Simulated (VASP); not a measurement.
Wanted: the native input for a VASP 6.6.1 run.

```
Task                      : relaxation of the atoms
Functional                : PBE
Potentials or basis       : VASP PAW PBE potentials, release 64 (Ge_d, N)
Cutoff                    : 520 eV
k mesh                    : 7 × 7 × 1
Occupations               : gaussian, width 0.1 eV
Spin                      : no spin polarisation
Dipole correction         : yes
Atoms held fixed (from 0) : [0, 1, 2, 3, 4]
Further INCAR settings    : ALGO = Fast; EDIFF = 1e-06; IBRION = 2; EDIFFG = -0.025; NSW = 36
```

The structure of Ge4N lies in POSCAR:

```
Ge4N
1.0
    4.0740542166      0.0000000000      0.0000000000
    0.0000000000      4.0740542166      0.0000000000
    0.0000000000      0.0000000000     19.8557568530
Ge N
4 1
Selective dynamics
Direct
    0.0000000000      0.5000000000      0.2014529101  F F F
    0.0000000000      0.0000000000      0.2739958855  F F F
    0.5000000000      0.0000000000      0.3493666166  F F F
    0.5000000000      0.5000000000      0.4208228835  F F F
    1.0000000000      0.7500000000      0.3534812674  F F T
```

The input as run:

INCAR

```
PREC = Accurate
ENCUT = 520
EDIFF = 1E-6
ISMEAR = 0
SIGMA = 0.1
LREAL = F
LASPH = T
NELM = 100
ALGO = Fast
ISIF = 2
LWAVE = F
LCHARG = F
LDIPOL = T
IDIPOL = 3
DIPOL = 0.5 0.5 0.320
GGA = PE
IBRION = 2
NSW = 36
EDIFFG = -0.025
```

KPOINTS

```
regular mesh
0
Gamma
  7 7 1
```

Potentials or basis: VASP PAW PBE potentials, release 64 (Ge_d, N).

Launch:

```console
$ cat potpaw_PBE.64/Ge_d/POTCAR potpaw_PBE.64/N/POTCAR > POTCAR
$ mpirun -np 1 vasp_std > vasp.out
```

It gave:

| Quantity | Value |
| --- | --- |
| Energy gained by relaxing | 29.2 meV/atom |
| Ionic steps | 4 |
| Band gap on the k mesh | zero (an odd number of electrons rules out a gap without spin polarisation) |

It took 11 min on 1 thread of Oxide Virtual Turin-like Processor (shared host), peak memory 0.43 GiB.
